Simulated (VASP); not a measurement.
# Ba (Pm-3m) in VASP: further runs

Runs on Ba. Level: PBE. Tasks: single point, relaxation of cell and atoms.

Program: VASP 6.6.1. These are calculated values, not measurements. Logs are shortened: lines on timing, memory, paths and dates and some standing lists are left out, and cuts for length are marked.

### 1 The cell of the first run

Symmetry: Pm-3m, No. 221, cubic system. The conventional cell has a = 3.947 Å, b = 3.947 Å, c = 3.947 Å, α = 90.00°, β = 90.00°, γ = 90.00°. Within 5.2 Å of Ba (site symmetry m-3m) lie 6 Ba at 3.95 Å.

### 2 Single point, PBE

Input file INCAR:

```
PREC = Accurate
ENCUT = 520
EDIFF = 1E-6
ISMEAR = 0
SIGMA = 0.1
LREAL = False
LASPH = True
NELM = 100
ALGO = Normal
ISIF = 2
LWAVE = False
LCHARG = False
GGA = PE
NBANDS = 11
```

Input file KPOINTS:

```
Automatic mesh
0
Gamma
  14 14 14
```

Input file POSCAR:

```
Ba
1.0
    3.9465746316      0.0000000000      0.0000000000
    0.0000000000      3.9465746316      0.0000000000
    0.0000000000      0.0000000000      3.9465746316
Ba
1
Direct
    0.0000000000      0.0000000000      0.0000000000
```

Potentials or basis: VASP PAW PBE potentials, release 64 (Ba_sv).

The run is started by

```bash
> cat potpaw_PBE.64/Ba_sv/POTCAR > POTCAR
> mpirun -np 1 vasp_std > vasp.out
```

OUTCAR:

```text
PREC = Accurate
   ENCUT = 520
   EDIFF = 1E-6
   ISMEAR = 0
   LREAL = False
   LASPH = True
   NELM = 100
   ISIF = 2
   GGA = PE

 ion  position               nearest neighbor table
   1  0.000  0.000  0.000-

  LATTYP: Found a simple cubic cell.
 ALAT       =     3.9465746316

  Lattice vectors:

 A1 = (   3.9465746316,   0.0000000000,   0.0000000000)
 A2 = (   0.0000000000,   3.9465746316,   0.0000000000)
 A3 = (   0.0000000000,   0.0000000000,   3.9465746316)

Analysis of symmetry for initial positions (statically):
=====================================================================
 Subroutine PRICEL returns:
 Original cell was already a primitive cell.

 Routine SETGRP: Setting up the symmetry group for a
 simple cubic supercell.

 Subroutine GETGRP returns: Found 48 space group operations
 (whereof 48 operations were pure point group operations)
 out of a pool of 48 trial point group operations.

The static configuration has the point symmetry O_h .

Analysis of symmetry for dynamics (positions and initial velocities):
=====================================================================
 Subroutine PRICEL returns:
 Original cell was already a primitive cell.

 Routine SETGRP: Setting up the symmetry group for a
 simple cubic supercell.

 Subroutine GETGRP returns: Found 48 space group operations
 (whereof 48 operations were pure point group operations)
 out of a pool of 48 trial point group operations.

The dynamic configuration has the point symmetry O_h .

 Subroutine INISYM returns: Found 48 space group operations
 (whereof 48 operations are pure point group operations),
 and found     1 'primitive' translations

----------------------------------------------------------------------------------------

                                     Primitive cell

  volume of cell :      61.4697

  direct lattice vectors                    reciprocal lattice vectors
     3.946574632  0.000000000  0.000000000     0.253384287  0.000000000  0.000000000
     0.000000000  3.946574632  0.000000000     0.000000000  0.253384287  0.000000000
     0.000000000  0.000000000  3.946574632     0.000000000  0.000000000  0.253384287

  length of vectors
     3.946574632  3.946574632  3.946574632     0.253384287  0.253384287  0.253384287

  position of ions in fractional coordinates (direct lattice)
     0.000000000  0.000000000  0.000000000

  ion indices of the primitive-cell ions
   primitive index   ion index
                 1           1

----------------------------------------------------------------------------------------

 KPOINTS: Automatic mesh

Automatic generation of k-mesh.
 Grid dimensions read from file:
 generate k-points for:   14   14   14

 Generating k-lattice:

  Cartesian coordinates                     Fractional coordinates (reciprocal lattice)
     0.018098878  0.000000000  0.000000000     0.071428571  0.000000000  0.000000000
     0.000000000  0.018098878  0.000000000     0.000000000  0.071428571  0.000000000
     0.000000000  0.000000000  0.018098878     0.000000000  0.000000000  0.071428571

  Length of vectors
     0.018098878  0.018098878  0.018098878

  Shift w.r.t. Gamma in fractional coordinates (k-lattice)
     0.000000000  0.000000000  0.000000000

 Subroutine IBZKPT returns following result:
 ===========================================

 Found    120 irreducible k-points:

 Following reciprocal coordinates:
            Coordinates               Weight
  0.000000  0.000000  0.000000      1.000000
  0.071429  0.000000  0.000000      6.000000
  0.142857  0.000000  0.000000      6.000000
  0.214286  0.000000  0.000000      6.000000
  0.285714  0.000000  0.000000      6.000000
  0.357143  0.000000  0.000000      6.000000
[... 16 lines left out ...]
  0.285714  0.214286  0.000000     24.000000
  0.357143  0.214286  0.000000     24.000000
 [... further k-points ...]
   k-points           NKPTS =    120   k-points in BZ     NKDIM =    120   number of bands    NBANDS=     11
   number of dos      NEDOS =    301   number of ions     NIONS =      1
   total plane-waves  NPLWV =  27000
   dimension x,y,z NGX =    30 NGY =   30 NGZ =   30
   dimension x,y,z NGXF=    60 NGYF=   60 NGZF=   60
   ions per type =               1
   NGX,Y,Z   is equivalent  to a cutoff of  12.64, 12.64, 12.64 a.u.
   NGXF,Y,Z  is equivalent  to a cutoff of  25.27, 25.27, 25.27 a.u.
 SYSTEM =  unknown system
   PREC   = accura    normal or accurate (medium, high low for compatibility)
   ISTART =      0    job   : 0-new  1-cont  2-samecut
   ICHARG =      2    charge: 1-file 2-atom 10-const
   ISPIN  =      1    spin polarized calculation?
   LNONCOLLINEAR =      F non collinear calculations
   LSORBIT =      F    spin-orbit coupling
   LASPH  =      T    aspherical Exc in radial PAW
   ENCUT  =  520.0 eV  38.22 Ry    6.18 a.u.   7.34  7.34  7.34*2*pi/ulx,y,z
   NELM   =    100;   NELMIN=  2; NELMDL= -5     # of ELM steps
   EDIFF  = 0.1E-05   stopping-criterion for ELM
   LREAL  =      F    real-space projection
   EDIFFG = 0.1E-04   stopping-criterion for IOM
   NSW    =      0    number of steps for IOM
   IBRION =     -1    ionic relax: 0-MD 1-quasi-New 2-CG
   NFREE  =      0    steps in history (QN), initial steepest desc. (CG)
   ISIF   =      2    stress and relaxation
   ISYM   =      2    0-nonsym 1-usesym 2-fastsym
   POTIM  = 0.5000    time-step for ionic-motion
   TEBEG  =    0.0;   TEEND  =   0.0 temperature during run
   PSTRESS=    0.0 pullay stress
   NELECT =      10.0000    total number of electrons
   NUPDOWN=      -1.0000    fix difference up-down
   EMIN   =  10.00;   EMAX   =-10.00  energy-range for DOS
   EFERMI =   0.00;   METHOD = LEGACY
   ISMEAR =     0;   SIGMA  =   0.10  broadening in eV -4-tet -1-fermi 0-gaus
   EFERMI_NEDOS =   21; number of points for ismear=-14 and -15
   IALGO  =     38    algorithm
   IMIX   =      4    mixing-type and parameters
     AMIX     =   0.40;   BMIX     =  1.00
     AMIX_MAG =   1.60;   BMIX_MAG =  1.00
  volume/ion in A,a.u.               =      61.47       414.82
  Fermi-wavevector in a.u.,A,eV,Ry     =   0.893692  1.688833 10.866773  0.798685
  Thomas-Fermi vector in A             =   2.015802
   LORBIT       =      0    0 simple, 1 ext, 2 COOP (PROOUT), +10 PAW based schemes
   GGA     = PE    functional components
   LHFCALC =     F    Hartree Fock is set to
   AEXX    =    0.0000 exact exchange contribution
   IVDW    =     0    specifies the selected vdW correction
   LEPSILON=     F    determine dielectric tensor
   LRPA    =     F    only Hartree local field effects (RPA)
 non-spin polarized calculation
 Gauss-broadening in eV      SIGMA  =   0.10
  energy-cutoff  :      520.00
  volume of cell :       61.47
 maximum number of plane-waves:      1675
 NGX is ok and might be reduce to    30
   NGX = 15   NGY = 15   NGZ = 15

 number of electron      10.0000000 magnetization

 number of electron       9.9999999 magnetization

 Free energy of the ion-electron system (eV)
  ---------------------------------------------------
  ext. energy  EPLUGINS =         0.00000000
  ---------------------------------------------------
  free energy    TOTEN  =        -1.59975868 eV

  energy without entropy =       -1.59681858  energy(sigma->0) =       -1.59828863

 E-fermi :   1.6583     XC(G=0):  -7.4717

 val. band max:        1.6142708640   @ k =   0.5000   0.2143   0.1429
 cond. band min:       1.6890396031   @ k =   0.5000   0.5000   0.4286
 fundamental gap:      0.0747687391
 Fermi energy:         1.6582806637

 k-point     1 :       0.0000    0.0000    0.0000
  band No.  band energies     occupation
      1     -27.5064      2.00000
      2     -12.3396      2.00000
      3     -12.3396      2.00000
      4     -12.3396      2.00000
      5      -0.9215      2.00000
      6       1.6995      0.56041
      7       1.6995      0.56041
      8       6.5227      0.00000
      9       6.5227      0.00000
     10       6.5227      0.00000
     11       9.2665      0.00000

 k-point     2 :       0.0714    0.0000    0.0000
  band No.  band energies     occupation
      1     -27.5035      2.00000
      2     -12.3783      2.00000
      3     -12.3363      2.00000
      4     -12.3363      2.00000
      5      -0.8438      2.00000
      6       1.7235      0.35624
      7       1.7793      0.08700
      8       6.3139      0.00000
      9       6.3139      0.00000
     10       6.5347      0.00000
     11       8.9006      0.00000

 k-point     3 :       0.1429    0.0000    0.0000
  band No.  band energies     occupation
      1     -27.4953      2.00000
      2     -12.4846      2.00000
      3     -12.3271      2.00000
      4     -12.3271      2.00000
      5      -0.6263      2.00000
      6       1.7929      0.05699
      7       2.0047      0.00000
      8       5.8522      0.00000
      9       5.8522      0.00000
     10       6.5690      0.00000
     11       8.2058      0.00000

 k-point     4 :       0.2143    0.0000    0.0000
  band No.  band energies     occupation
      1     -27.4834      2.00000
      2     -12.6329      2.00000
      3     -12.3138      2.00000
      4     -12.3138      2.00000
      5      -0.3068      2.00000
      6       1.8985      0.00068
      7       2.3184      0.00000
      8       5.3478      0.00000
      9       5.3478      0.00000
     10       6.6196      0.00000
     11       7.5923      0.00000
[... 239 lines left out ...]
 k-point    22 :       0.2143    0.2143    0.0000
  band No.  band energies     occupation
      1     -27.4607      2.00000
      2     -12.6122      2.00000
      3     -12.5892      2.00000
      4     -12.2885      2.00000
      5       0.2712      2.00000
      6       2.2136      0.00000
      7       2.8021      0.00000
      8       4.1814      0.00000
      9       5.3403      0.00000
     10       5.6996      0.00000
     11       8.4910      0.00000

 k-point    23 :       0.2857    0.2143    0.0000
  band No.  band energies     occupation
      1     -27.4476      2.00000
      2     -12.7562      2.00000
      3     -12.5814      2.00000
      4     -12.2740      2.00000
      5       0.6054      2.00000
      6       2.2336      0.00000
      7       3.0518      0.00000
      8       4.0369      0.00000
      9       5.0350      0.00000
     10       5.6599      0.00000
     11       8.0728      0.00000

 k-point    24 :       0.3571    0.2143    0.0000
  band No.  band energies     occupation
      1     -27.4357      2.00000
      2     -12.8901      2.00000
      3     -12.5650      2.00000
      4     -12.2608      2.00000
      5       0.9491      2.00000
      6       2.1264      0.00000
      7       3.0600      0.00000
      8       4.2817      0.00000
      9       4.7246      0.00000
     10       5.7187      0.00000
     11       7.9022      0.00000

 [... further k-points ...]

------------------------ aborting loop because EDIFF is reached ----------------------------------------

  FORCE on cell =-STRESS in cart. coord.  units (eV):
  Direction    XX          YY          ZZ          XY          YZ          ZX
  --------------------------------------------------------------------------------------
  -------------------------------------------------------------------------------------
  Total        0.0481518      0.0481518      0.0481518      0.0000000      0.0000000     -0.0000000
  in kB        1.2550522      1.2550522      1.2550522      0.0000000      0.0000000     -0.0000000
  external PRESSURE =       1.2550522 kB  Pullay stress =       0.0000000 kB

 VOLUME and BASIS-vectors are now :
 -----------------------------------------------------------------------------
  energy-cutoff  :      520.00
  volume of cell :       61.47
      direct lattice vectors                 reciprocal lattice vectors
     3.946574632  0.000000000  0.000000000     0.253384287  0.000000000  0.000000000
     0.000000000  3.946574632  0.000000000     0.000000000  0.253384287  0.000000000
     0.000000000  0.000000000  3.946574632     0.000000000  0.000000000  0.253384287

 POSITION                                       TOTAL-FORCE (eV/Angst)
 -----------------------------------------------------------------------------------
      0.00000      0.00000      0.00000         0.000000      0.000000      0.000000
 -----------------------------------------------------------------------------------
    total drift:                                0.000000      0.000000     -0.000000

  FREE ENERGIE OF THE ION-ELECTRON SYSTEM (eV)
  ---------------------------------------------------
  free  energy   TOTEN  =        -1.5997586821 eV

  energy  without entropy=       -1.5968185819  energy(sigma->0) =       -1.59828863
```

Wall time 70 s (1 thread of Intel Xeon Platinum 8259CL at 2.50GHz (Skylake/Cascade Lake), shared host); peak memory 0.22 GiB.

Results:

| Quantity | Value |
| --- | --- |
| Free energy | -1.5998 eV |
| Pressure | 0.1 GPa |
| Band gap on the k mesh | zero (band 5 reaches 1.70 eV, above the bottom of band 6 at 1.61 eV) |

Levels at points of the mesh, in eV from the Fermi level:
| k point | band 2 | band 3 | band 4 | band 5 | band 6 | band 7 | band 8 | band 9 |
| --- | --- | --- | --- | --- | --- | --- | --- | --- |
| (0.00, 0.00, 0.00) | -14.00 | -14.00 | -14.00 | -2.58 | 0.04 | 0.04 | 4.86 | 4.86 |
| (0.50, 0.00, 0.00) | -14.71 | -13.93 | -13.93 | -0.70 | 0.61 | 0.80 | 2.62 | 2.62 |
| (0.50, 0.50, 0.00) | -14.61 | -14.61 | -13.87 | -1.00 | 0.70 | 3.11 | 3.11 | 3.38 |
| (0.50, 0.50, 0.50) | -14.51 | -14.51 | -14.51 | -0.05 | -0.05 | -0.05 | 3.94 | 6.50 |

Caveat: spin-orbit coupling is left out, which moves the levels of the heavy elements.

### 3 Relaxation of cell and atoms, PBE

Input file INCAR:

```
  ALGO = Fast
  EDIFF = 1E-6
  EDIFFG = -0.01
  ENCUT = 600
  GGA = PE
  IBRION = 2
  ISIF = 3
  ISMEAR = 0
  LASPH = T
  LCHARG = F
  LREAL = F
  LWAVE = F
  NELM = 60
  NSW = 100
  PREC = Accurate
  SIGMA = 0.1
```

Input file KPOINTS:

```
k-points
0
Gamma
  14 14 14
```

POSCAR is that of step 2.

Potentials or basis: VASP PAW PBE potentials, release 64 (Ba_sv).

The run is started by

```bash
> cat potpaw_PBE.64/Ba_sv/POTCAR > POTCAR
> mpirun -np 1 vasp_std > vasp.out
```

It took 91 s on 1 thread of Intel Xeon Platinum 8259CL at 2.50GHz (Skylake/Cascade Lake), shared host; peak memory 0.24 GiB.

The run converged. Its results:

```
Free energy                            : -1.6002 eV
Relaxed volume                         : 61.95 Å³/atom
Relaxed cell                           : a = 3.957 Å, b = 3.957 Å, c = 3.957 Å, α = 90.00°, β = 90.00°, γ = 90.00°
Space group after relaxing (to 0.05 Å) : Pm-3m (No. 221)
Energy gained by relaxing              : 0.3 meV/atom
Ionic steps                            : 2
Pressure after relaxing                : 0.0 GPa
Band gap on the k mesh                 : zero (band 5 reaches 1.66 eV, above the bottom of band 6 at 1.58 eV)
```

Step by step:
| step | energy change (eV) | largest force (eV/Å) | pressure (GPa) | volume (Å³) |
| --- | --- | --- | --- | --- |
| 1 | 0.0000 | 0.0000 | 0.14 | 61.47 |
| 2 | -0.0003 | 0.0000 | 0.01 | 61.95 |

Final structure:
```
CELL_PARAMETERS angstrom
3.95683 0.00000 0.00000
0.00000 3.95683 0.00000
0.00000 0.00000 3.95683
ATOMIC_POSITIONS crystal
Ba 0.00000 0.00000 0.00000
```

Levels at points of the mesh, in eV from the Fermi level:
```
           k point  band 2  band 3  band 4  band 5  band 6  band 7  band 8  band 9
(0.00, 0.00, 0.00)  -14.01  -14.01  -14.01   -2.58    0.05    0.05    4.83    4.83
(0.50, 0.00, 0.00)  -14.71  -13.95  -13.95   -0.70    0.62    0.78    2.61    2.61
(0.50, 0.50, 0.00)  -14.61  -14.61  -13.88   -0.99    0.69    3.10    3.10    3.34
(0.50, 0.50, 0.50)  -14.51  -14.51  -14.51   -0.04   -0.04   -0.04    3.93    6.45
```

Caveat: spin-orbit coupling is left out, which moves the levels of the heavy elements.

### 4 Relaxation of cell and atoms, PBE

This run uses another cell than the first one, of 68.06 Å³/atom, 1.107 times its volume.

Input file INCAR:

```
SYSTEM = Ba
PREC     = Accurate       ! precision mode
ENCUT    = 600            ! plane-wave cutoff, eV
EDIFF    = 1E-6           ! SCF threshold, eV
ISMEAR   = 0              ! smearing method
SIGMA    = 0.1            ! smearing width, eV
LREAL    = .FALSE.        ! projectors in reciprocal space
LASPH    = .TRUE.         ! aspherical terms in the spheres
NELM     = 80             ! most SCF steps
ALGO     = Normal         ! electronic algorithm
ISIF     = 3              ! what is computed and relaxed
LWAVE    = .FALSE.        ! write WAVECAR
LCHARG   = .FALSE.        ! write CHGCAR
GGA      = PE             ! functional
IBRION   = 2              ! ionic algorithm
NSW      = 100            ! ionic steps
EDIFFG   = -0.01          ! ionic threshold
```

Input file KPOINTS:

```
Automatic mesh
0
G
  14 14 14
  0 0 0
```

Input file POSCAR:

```
Ba
1.0
    4.0828128978      0.0000000000      0.0000000000
    0.0000000000      4.0828128978      0.0000000000
    0.0000000000      0.0000000000      4.0828128978
Ba
1
Direct
    0.0000000000      0.0000000000      0.0000000000
```

The run is started by

```bash
> cat potpaw_PBE.64/Ba_sv/POTCAR > POTCAR
> mpirun -np 1 vasp_std > vasp.out
```

Run time: 3.3 min. Hardware: 1 thread of Intel Xeon Platinum 8259CL at 2.50GHz (Skylake/Cascade Lake), shared host; peak memory 0.26 GiB.

The run converged. Its results:

* Free energy: -1.6004 eV
* Relaxed volume: 62.48 Å³/atom
* Relaxed cell: a = 3.968 Å, b = 3.968 Å, c = 3.968 Å, α = 90.00°, β = 90.00°, γ = 90.00°
* Space group after relaxing (to 0.05 Å): Pm-3m (No. 221)
* Energy gained by relaxing: 10.1 meV/atom
* Ionic steps: 4
* Pressure after relaxing: 0.0 GPa
* Band gap on the k mesh: zero (band 5 reaches 1.62 eV, above the bottom of band 6 at 1.55 eV)

The path:
```tsv
step	energy change (eV)	largest force (eV/Å)	pressure (GPa)	volume (Å³)
1	0.0000	0.0000	-0.54	68.06
2	-0.0063	0.0000	-0.35	65.83
3	-0.0097	0.0000	-0.11	63.45
4	-0.0101	0.0000	0.01	62.48
```

Final structure:
```cif
data_structure
_symmetry_space_group_name_H-M 'P 1'
_symmetry_Int_Tables_number 1
_cell_length_a 3.9682
_cell_length_b 3.9682
_cell_length_c 3.9682
_cell_angle_alpha 90.000
_cell_angle_beta 90.000
_cell_angle_gamma 90.000
_cell_volume 62.48
loop_
_atom_site_label
_atom_site_type_symbol
_atom_site_fract_x
_atom_site_fract_y
_atom_site_fract_z
_atom_site_occupancy
Ba1 Ba 0.00000 0.00000 0.00000 1
```

Levels at points of the mesh, in eV from the Fermi level:
| k point | band 1 | band 2 | band 3 | band 4 | band 5 | band 6 | band 7 | band 8 | band 9 |
| --- | --- | --- | --- | --- | --- | --- | --- | --- | --- |
| (0.00, 0.00, 0.00) | -29.18 | -14.03 | -14.03 | -14.03 | -2.57 | 0.05 | 0.05 | 4.79 | 4.79 |
| (0.50, 0.00, 0.00) | -29.13 | -14.71 | -13.97 | -13.97 | -0.71 | 0.62 | 0.76 | 2.59 | 2.59 |
| (0.50, 0.50, 0.00) | -29.07 | -14.61 | -14.61 | -13.91 | -0.97 | 0.68 | 3.07 | 3.07 | 3.31 |
| (0.50, 0.50, 0.50) | -29.02 | -14.52 | -14.52 | -14.52 | -0.03 | -0.03 | -0.03 | 3.92 | 6.39 |

Caveat: spin-orbit coupling is left out, which moves the levels of the heavy elements.

### 5 Summary

| task | cell | cutoff (eV) | gap on the mesh (eV) | pressure (GPa) | relaxed volume (Å³/atom) |
| --- | --- | --- | --- | --- | --- |
| single point | a = 3.947 Å, 1 atom | 520 | none | 0.1 | - |
| relaxation of cell and atoms | relaxed from a = 3.947 Å, 1 atom | 600 | none | 0.0 | 61.95 |
| relaxation of cell and atoms | relaxed from a = 4.083 Å, 1 atom | 600 | none | 0.0 | 62.48 |

Alike in all rows: level PBE; potentials or basis VASP PAW PBE potentials, release 64 (Ba_sv); no spin polarisation; k mesh 14 × 14 × 14; smearing gaussian 0.1 eV.

Caveats: spin-orbit coupling is left out, which moves the levels of the heavy elements.

Absolute energies hang on the potentials; compare differences alone.
